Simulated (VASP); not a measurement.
# Ni2H (P-3m1) in VASP: notebook

Runs on Ni2H. Level: PBEsol. Tasks: single point.

All numbers are computed with VASP 6.6.1; they aren't measurements. Logs are shortened: lines on timing, memory, paths and dates and some standing lists are left out, and cuts for length are marked.

## Step 1: The cell of the first run

It takes space group P-3m1 (No. 164, trigonal). The conventional cell has a = 2.512 Å, b = 2.512 Å, c = 4.163 Å, α = 90.00°, β = 90.00°, γ = 120.00°. Ni (site symmetry 3m) has 3 H at 1.81 Å and 12 Ni at 2.48 to 2.60 Å within 2.6 Å. H (site symmetry -3m) has 6 Ni at 1.81 Å within 2.4 Å.

## Step 2: Single point, PBEsol, collinear spin, ferromagnetic start

INCAR

```
SYSTEM = Ni2H
  ALGO = Normal
  EDIFF = 1E-6
  ENCUT = 520
  GGA = PS
  ISIF = 2
  ISMEAR = 0
  ISPIN = 2
  LASPH = .TRUE.
  LCHARG = .FALSE.
  LMAXMIX = 4
  LORBIT = 11
  LREAL = .FALSE.
  LWAVE = .FALSE.
  MAGMOM = 0.16 0.16 0
  NBANDS = 22
  NELM = 150
  PREC = Accurate
  SIGMA = 0.1
```

KPOINTS

```
k-points
0
G
  18 18 10
  0 0 0
```

POSCAR

```
Ni2H
1.0
    2.5119182691      0.0000000000      0.0000000000
   -1.2559591346      2.1753850333      0.0000000000
    0.0000000000      0.0000000000      4.1632698309
Ni H
2 1
Direct
    0.3333333333      0.6666666667      0.2590704698
    0.6666666667      0.3333333333      0.7409295302
    0.0000000000      0.0000000000      0.0000000000
```

Potentials or basis: VASP PAW PBE potentials, release 64 (Ni, H).

Run with:

```console
cat potpaw_PBE.64/Ni/POTCAR potpaw_PBE.64/H/POTCAR > POTCAR
mpirun -np 1 vasp_std > vasp.out
```

OUTCAR:

```text
SYSTEM = Ni2H
   EDIFF = 1E-6
   ENCUT = 520
   GGA = PS
   ISIF = 2
   ISMEAR = 0
   ISPIN = 2
   LASPH = .TRUE.
   LORBIT = 11
   LREAL = .FALSE.
   NELM = 150
   PREC = Accurate

 ion  position               nearest neighbor table
   1  0.333  0.667  0.259-   3 1.81   3 1.81   3 1.81   2 2.48   2 2.48   2 2.48   2 2.60   2 2.60
                             2 2.60
   2  0.667  0.333  0.741-   3 1.81   3 1.81   3 1.81   1 2.48   1 2.48   1 2.48   1 2.60   1 2.60
                             1 2.60
   3  0.000  0.000  0.000-   1 1.81   2 1.81   2 1.81   1 1.81   2 1.81   1 1.81

  LATTYP: Found a hexagonal cell.
 ALAT       =     2.5119182691
 C/A-ratio  =     1.6574065654

  Lattice vectors:

 A1 = (   2.5119182691,   0.0000000000,   0.0000000000)
 A2 = (  -1.2559591346,   2.1753850333,   0.0000000000)
 A3 = (   0.0000000000,   0.0000000000,   4.1632698309)

Analysis of symmetry for initial positions (statically):
=====================================================================
 Subroutine PRICEL returns:
 Original cell was already a primitive cell.

 Routine SETGRP: Setting up the symmetry group for a
 hexagonal supercell.

 Subroutine GETGRP returns: Found 12 space group operations
 (whereof 12 operations were pure point group operations)
 out of a pool of 24 trial point group operations.

The static configuration has the point symmetry D_3d.

Analysis of symmetry for dynamics (positions and initial velocities):
=====================================================================
 Subroutine PRICEL returns:
 Original cell was already a primitive cell.

 Routine SETGRP: Setting up the symmetry group for a
 hexagonal supercell.

 Subroutine GETGRP returns: Found 12 space group operations
 (whereof 12 operations were pure point group operations)
 out of a pool of 24 trial point group operations.

The dynamic configuration has the point symmetry D_3d.

Analysis of structural, dynamic, and magnetic symmetry:
=====================================================================
 Subroutine PRICEL returns:
 Original cell was already a primitive cell.

 Routine SETGRP: Setting up the symmetry group for a
 hexagonal supercell.

 Subroutine GETGRP returns: Found 12 space group operations
 (whereof 12 operations were pure point group operations)
 out of a pool of 24 trial point group operations.

The overall configuration has the point symmetry D_3d.

 Subroutine INISYM returns: Found 12 space group operations
 (whereof 12 operations are pure point group operations),
 and found     1 'primitive' translations

----------------------------------------------------------------------------------------

                                     Primitive cell

  volume of cell :      22.7497

  direct lattice vectors                    reciprocal lattice vectors
     2.511918269  0.000000000  0.000000000     0.398102125  0.229844369  0.000000000
    -1.255959135  2.175385033  0.000000000     0.000000000  0.459688738  0.000000000
     0.000000000  0.000000000  4.163269831     0.000000000  0.000000000  0.240195817

  length of vectors
     2.511918269  2.511918269  4.163269831     0.459688738  0.459688738  0.240195817

  position of ions in fractional coordinates (direct lattice)
     0.333333333  0.666666667  0.259070470
     0.666666667  0.333333333  0.740929530
     0.000000000  0.000000000  0.000000000

  ion indices of the primitive-cell ions
   primitive index   ion index
                 1           1
                 2           2
                 3           3

----------------------------------------------------------------------------------------

 KPOINTS: k-points

Automatic generation of k-mesh.
 Grid dimensions read from file:
 generate k-points for:   18   18   10

 Generating k-lattice:

  Cartesian coordinates                     Fractional coordinates (reciprocal lattice)
     0.022116785  0.012769132  0.000000000     0.055555556  0.000000000  0.000000000
     0.000000000  0.025538263  0.000000000     0.000000000  0.055555556  0.000000000
     0.000000000  0.000000000  0.024019582     0.000000000  0.000000000  0.100000000

  Length of vectors
     0.025538263  0.025538263  0.024019582

  Shift w.r.t. Gamma in fractional coordinates (k-lattice)
     0.000000000  0.000000000  0.000000000

 Subroutine IBZKPT returns following result:
 ===========================================

 Found    330 irreducible k-points:

 Following reciprocal coordinates:
            Coordinates               Weight
  0.000000  0.000000  0.000000      1.000000
  0.055556  0.000000  0.000000      6.000000
  0.111111  0.000000  0.000000      6.000000
  0.166667  0.000000  0.000000      6.000000
  0.222222  0.000000  0.000000      6.000000
  0.277778  0.000000  0.000000      6.000000
[... 16 lines left out ...]
  0.333333  0.111111  0.000000     12.000000
  0.388889  0.111111  0.000000     12.000000
 [... further k-points ...]
   k-points           NKPTS =    330   k-points in BZ     NKDIM =    330   number of bands    NBANDS=     22
   number of dos      NEDOS =    301   number of ions     NIONS =      3
   total plane-waves  NPLWV =  12800
   dimension x,y,z NGX =    20 NGY =   20 NGZ =   32
   dimension x,y,z NGXF=    40 NGYF=   40 NGZF=   64
   ions per type =               2   1
   NGX,Y,Z   is equivalent  to a cutoff of  13.24, 13.24, 12.78 a.u.
   NGXF,Y,Z  is equivalent  to a cutoff of  26.47, 26.47, 25.56 a.u.
 SYSTEM =  Ni2H
   PREC   = accura    normal or accurate (medium, high low for compatibility)
   ISTART =      0    job   : 0-new  1-cont  2-samecut
   ICHARG =      2    charge: 1-file 2-atom 10-const
   ISPIN  =      2    spin polarized calculation?
   LNONCOLLINEAR =      F non collinear calculations
   LSORBIT =      F    spin-orbit coupling
   LASPH  =      T    aspherical Exc in radial PAW
   ENCUT  =  520.0 eV  38.22 Ry    6.18 a.u.   4.67  4.67  7.74*2*pi/ulx,y,z
   NELM   =    150;   NELMIN=  2; NELMDL= -5     # of ELM steps
   EDIFF  = 0.1E-05   stopping-criterion for ELM
   LREAL  =      F    real-space projection
   EDIFFG = 0.1E-04   stopping-criterion for IOM
   NSW    =      0    number of steps for IOM
   IBRION =     -1    ionic relax: 0-MD 1-quasi-New 2-CG
   NFREE  =      0    steps in history (QN), initial steepest desc. (CG)
   ISIF   =      2    stress and relaxation
   ISYM   =      2    0-nonsym 1-usesym 2-fastsym
   POTIM  = 0.5000    time-step for ionic-motion
   TEBEG  =    0.0;   TEEND  =   0.0 temperature during run
   PSTRESS=    0.0 pullay stress
   NELECT =      21.0000    total number of electrons
   NUPDOWN=      -1.0000    fix difference up-down
   EMIN   =  10.00;   EMAX   =-10.00  energy-range for DOS
   EFERMI =   0.00;   METHOD = LEGACY
   ISMEAR =     0;   SIGMA  =   0.10  broadening in eV -4-tet -1-fermi 0-gaus
   EFERMI_NEDOS =   21; number of points for ismear=-14 and -15
   IALGO  =     38    algorithm
   IMIX   =      4    mixing-type and parameters
     AMIX     =   0.40;   BMIX     =  1.00
     AMIX_MAG =   1.60;   BMIX_MAG =  1.00
  volume/ion in A,a.u.               =       7.58        51.17
  Fermi-wavevector in a.u.,A,eV,Ry     =   1.594003  3.012229 34.570312  2.540846
  Thomas-Fermi vector in A             =   2.692145
   LORBIT       =     11    0 simple, 1 ext, 2 COOP (PROOUT), +10 PAW based schemes
   GGA     = PS    functional components
   LHFCALC =     F    Hartree Fock is set to
   AEXX    =    0.0000 exact exchange contribution
   IVDW    =     0    specifies the selected vdW correction
   LEPSILON=     F    determine dielectric tensor
   LRPA    =     F    only Hartree local field effects (RPA)
 spin polarized calculation
 Gauss-broadening in eV      SIGMA  =   0.10
  energy-cutoff  :      520.00
  volume of cell :       22.75
 maximum number of plane-waves:       640
 NGX is ok and might be reduce to    20
   NGX =  9   NGY =  9   NGZ = 15

 number of electron      21.0000000 magnetization       0.2660955

 Free energy of the ion-electron system (eV)
  ---------------------------------------------------
  ext. energy  EPLUGINS =         0.00000000
  ---------------------------------------------------
  free energy    TOTEN  =       -15.75885208 eV

  energy without entropy =      -15.73977121  energy(sigma->0) =      -15.74931165

 E-fermi :   9.4250     XC(G=0): -13.6019

 val. band max:        9.4242636987   @ k =   0.3333   0.1667   0.2000
 cond. band min:       9.4260557427   @ k =   0.2778   0.2222   0.2000
 fundamental gap:      0.0017920440
 Fermi energy:         9.4250240173

 spin component 1

 k-point     1 :       0.0000    0.0000    0.0000
  band No.  band energies     occupation
      1      -2.0951      1.00000
      2       4.6232      1.00000
      3       6.4194      1.00000
      4       7.4109      1.00000
      5       7.4109      1.00000
      6       7.4320      1.00000
[... 574 lines left out ...]
      6       7.3120      1.00000
[... 14 lines left out ...]
     21      37.4943      0.00000
     22      39.8057      0.00000

 [... further k-points ...]

 spin component 2

 k-point     1 :       0.0000    0.0000    0.0000
  band No.  band energies     occupation
      1      -2.0986      1.00000
      2       4.7044      1.00000
      3       6.4228      1.00000
      4       7.5589      1.00000
      5       7.5589      1.00000
      6       7.5760      1.00000
[... 574 lines left out ...]
      6       7.4232      1.00000
[... 14 lines left out ...]
     21      37.4982      0.00000
     22      39.8096      0.00000

 [... further k-points ...]

------------------------ aborting loop because EDIFF is reached ----------------------------------------

  FORCE on cell =-STRESS in cart. coord.  units (eV):
  Direction    XX          YY          ZZ          XY          YZ          ZX
  --------------------------------------------------------------------------------------
  -------------------------------------------------------------------------------------
  Total        0.0211735      0.0211735     -0.0066324     -0.0000000     -0.0000000      0.0000000
  in kB        1.4911661      1.4911661     -0.4670961     -0.0000000     -0.0000000      0.0000000
  external PRESSURE =       0.8384120 kB  Pullay stress =       0.0000000 kB

 VOLUME and BASIS-vectors are now :
 -----------------------------------------------------------------------------
  energy-cutoff  :      520.00
  volume of cell :       22.75
      direct lattice vectors                 reciprocal lattice vectors
     2.511918269  0.000000000  0.000000000     0.398102125  0.229844369  0.000000000
    -1.255959135  2.175385033  0.000000000     0.000000000  0.459688738  0.000000000
     0.000000000  0.000000000  4.163269831     0.000000000  0.000000000  0.240195817

 POSITION                                       TOTAL-FORCE (eV/Angst)
 -----------------------------------------------------------------------------------
     -0.00000      1.45026      1.07858         0.000000     -0.000000      0.013005
      1.25596      0.72513      3.08469        -0.000000      0.000000     -0.013005
      0.00000      0.00000      0.00000        -0.000000      0.000000      0.000000
 -----------------------------------------------------------------------------------
    total drift:                               -0.000000      0.000000      0.000000

  FREE ENERGIE OF THE ION-ELECTRON SYSTEM (eV)
  ---------------------------------------------------
  free  energy   TOTEN  =       -15.7588520827 eV

  energy  without entropy=      -15.7397712081  energy(sigma->0) =      -15.74931165

 total charge

# of ion       s       p       d       tot
------------------------------------------
    1        0.467   0.549   8.425   9.441
    2        0.467   0.549   8.425   9.441
    3        0.503   0.041   0.000   0.544
--------------------------------------------------
tot          1.436   1.138  16.851  19.425

 magnetization (x)

# of ion       s       p       d       tot
------------------------------------------
    1       -0.001  -0.004   0.141   0.136
    2       -0.001  -0.004   0.141   0.136
    3       -0.001  -0.000   0.000  -0.002
--------------------------------------------------
tot         -0.003  -0.008   0.281   0.270
```

It took 4 min on 1 thread of Intel Xeon Platinum 8259CL at 2.50GHz (Skylake/Cascade Lake), shared host; peak memory 0.34 GiB.

What came out:

```
Free energy                                           : -15.7589 eV
Pressure                                              : 0.1 GPa
Largest force                                         : 0.013 eV/Å
Net moment                                            : 0.27 μB per cell
Site moments                                          : Ni +0.14; H -0.00 μB
Valence electrons inside the program's atomic spheres : Ni 9.44; H 0.54
```

Forces in eV/Å, atoms in the order of the input:
```
Ni   0.000  0.000  0.013
Ni   0.000  0.000 -0.013
H    0.000  0.000  0.000
```

Caveat: the PAW data sets were made with another functional, which shifts forces and pressure a little.

## Step 3: Single point, PBEsol, collinear spin, ferromagnetic start (7.81 Å³/atom)

This run uses another cell than the first one, of 7.81 Å³/atom.

INCAR

```
SYSTEM = Ni2H
ALGO = Normal
EDIFF = 1E-6
ENCUT = 520
GGA = PS
ISIF = 2
ISMEAR = 0
ISPIN = 2
LASPH = .True.
LCHARG = .False.
LMAXMIX = 4
LORBIT = 11
LREAL = .False.
LWAVE = .False.
MAGMOM = 0.16 0.16 0
NBANDS = 22
NELM = 150
PREC = Accurate
SIGMA = 0.1
```

KPOINTS

```
k-points
0
Gamma
  18 18 10
  0 0 0
```

POSCAR

```
Ni2H
1.0
    2.5368330613      0.0000000000      0.0000000000
   -1.2684165306      2.1969618762      0.0000000000
    0.0000000000      0.0000000000      4.2043514774
Ni H
2 1
Direct
    0.3333333333      0.6666666667      0.2587403546
    0.6666666667      0.3333333333      0.7412596454
    0.0000000000      0.0000000000      0.0000000000
```

Potentials or basis: VASP PAW PBE potentials, release 64 (Ni, H).

Run with:

```console
cat potpaw_PBE.64/Ni/POTCAR potpaw_PBE.64/H/POTCAR > POTCAR
mpirun -np 1 vasp_std > vasp.out
```

It took 3.8 min on 1 thread of Intel Xeon Platinum 8259CL at 2.50GHz (Skylake/Cascade Lake), shared host; peak memory 0.34 GiB.

It converged, with:

```yaml
Free_energy: -15.7459 eV
Pressure: -6.1 GPa
Largest_force: 0.009 eV/Å
Net_moment: 0.28 μB per cell
Site_moments: Ni +0.14; H -0.00 μB
Valence_electrons_inside_the_program's_atomic_spheres: Ni 9.38; H 0.54
```

Forces in eV/Å, atoms in the order of the input:
```
Ni   0.000  0.000  0.009
Ni   0.000  0.000 -0.009
H    0.000  0.000  0.000
```

Stress tensor (GPa, compression positive):
```
-6.04  0.00  0.00
 0.00 -6.04  0.00
 0.00  0.00 -6.22
```

Levels at points of the mesh, in eV from the Fermi level:
Spin up:
```tsv
k point	band 8	band 9	band 10	band 11	band 12	band 13	band 14	band 15
(0.00, 0.00, 0.00)	-1.67	-1.21	-1.21	-0.39	-0.39	4.55	15.08	22.69
(0.50, 0.00, 0.00)	-0.23	-0.21	-0.12	0.57	2.54	7.46	7.67	8.85
(0.00, 0.00, 0.50)	-1.92	-0.65	-0.65	-0.61	-0.61	10.65	11.58	16.99
(0.50, 0.00, 0.50)	-0.79	-0.17	-0.16	0.31	0.63	5.43	5.47	13.41
```
Spin down:
```
           k point  band 8  band 9  band 10  band 11  band 12  band 13  band 14  band 15
(0.00, 0.00, 0.00)   -1.51   -1.08    -1.08    -0.25    -0.25     4.65    15.06    22.71
(0.50, 0.00, 0.00)   -0.07   -0.05     0.06     0.73     2.64     7.48     7.71     8.89
(0.00, 0.00, 0.50)   -1.76   -0.50    -0.50    -0.47    -0.47    10.67    11.61    17.00
(0.50, 0.00, 0.50)   -0.68    0.01     0.02     0.45     0.69     5.51     5.55    13.42
```

Caveat: the cell stands under tension; the PAW data sets were made with another functional, which shifts forces and pressure a little.

## Step 4: Single point, PBEsol, collinear spin, ferromagnetic start (7.13 Å³/atom)

This run uses another cell than the first one, of 7.13 Å³/atom.

INCAR is that of step 3.

KPOINTS is that of step 3.

POSCAR

```
Ni2H
1.0
    2.4606758323      0.0000000000      0.0000000000
   -1.2303379161      2.1310077813      0.0000000000
    0.0000000000      0.0000000000      4.0781633226
Ni H
2 1
Direct
    0.3333333333      0.6666666667      0.2595561765
    0.6666666667      0.3333333333      0.7404438235
    0.0000000000      0.0000000000      0.0000000000
```

Run with:

```console
cat potpaw_PBE.64/Ni/POTCAR potpaw_PBE.64/H/POTCAR > POTCAR
mpirun -np 1 vasp_std > vasp.out
```

It took 4.8 min on 1 thread of Intel Xeon Platinum 8375C at 2.90GHz (Ice Lake), shared host; peak memory 0.31 GiB.

It converged, with:

- Free energy: -15.6933 eV
- Pressure: 16.0 GPa
- Largest force: 0.023 eV/Å
- Net moment: 0.23 μB per cell
- Site moments: Ni +0.12; H -0.00 μB
- Valence electrons inside the program's atomic spheres: Ni 9.57; H 0.57

Forces on the atoms (eV/Å):
```
Ni   0.000  0.000  0.023
Ni   0.000  0.000 -0.023
H    0.000  0.000  0.000
```

Stress tensor (GPa, compression positive):
```
16.04  0.00  0.00
 0.00 16.04  0.00
 0.00  0.00 15.80
```

Levels at points of the mesh, in eV from the Fermi level:
Spin up:
```csv
k point,band 8,band 9,band 10,band 11,band 12,band 13,band 14,band 15
"(0.00, 0.00, 0.00)",-1.87,-1.35,-1.35,-0.40,-0.40,5.09,15.91,23.82
"(0.50, 0.00, 0.00)",-0.21,-0.19,-0.08,0.68,2.82,7.90,8.18,9.54
"(0.00, 0.00, 0.50)",-2.16,-0.71,-0.71,-0.65,-0.65,11.47,12.28,17.95
"(0.50, 0.00, 0.50)",-0.91,-0.14,-0.13,0.38,0.60,6.02,6.02,14.23
```
Spin down:
```csv
k point,band 8,band 9,band 10,band 11,band 12,band 13,band 14,band 15
"(0.00, 0.00, 0.00)",-1.74,-1.24,-1.24,-0.29,-0.29,5.18,15.90,23.81
"(0.50, 0.00, 0.00)",-0.08,-0.06,0.07,0.82,2.90,7.92,8.22,9.57
"(0.00, 0.00, 0.50)",-2.03,-0.59,-0.59,-0.53,-0.53,11.49,12.32,17.96
"(0.50, 0.00, 0.50)",-0.82,0.01,0.02,0.49,0.66,6.08,6.09,14.24
```

Caveat: the cell stands under pressure; the PAW data sets were made with another functional, which shifts forces and pressure a little.

(Continued in part 2 of 2.)
